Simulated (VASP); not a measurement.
BaTe:

```xyz
4
Lattice="4.8488 0.0000 0.0000 -2.4244 4.1992 0.0000 0.0000 0.0000 8.6002" Properties=species:S:1:pos:R:3 pbc="T T T"
Ba    0.0000    2.7995    2.1500
Ba    2.4244    1.3997    6.4501
Te    0.0000    0.0000    0.0000
Te    0.0000    0.0000    4.3001
```

Base run:

```yaml
Program: VASP 6.6.1
Functional: PBEsol
Potentials_or_basis: VASP PAW PBE potentials, release 64 (Ba_sv, Te)
Cutoff: 520 eV
k_mesh: 8 × 8 × 6
Occupations: gaussian, width 0.05 eV
Spin: no spin polarisation
```

Its results: band gap on the k mesh 1.22 eV, indirect (least direct gap 1.55 eV); pressure -1.2 GPa.

Task: The run is repeated on the same cell with these changes: functional from PBEsol to r2SCAN. What comes out?

Result: Band gap on the k mesh 1.59 eV, indirect (least direct gap 1.91 eV); pressure 0.4 GPa.

r2SCAN gives the wider gap, since meta-GGAs in the generalised Kohn-Sham scheme recover part of the derivative discontinuity.

Caveats: the PAW data sets were made with another functional, which shifts forces and pressure a little; spin-orbit coupling is left out, which moves the levels of the heavy elements.

A k mesh can miss the band edges.
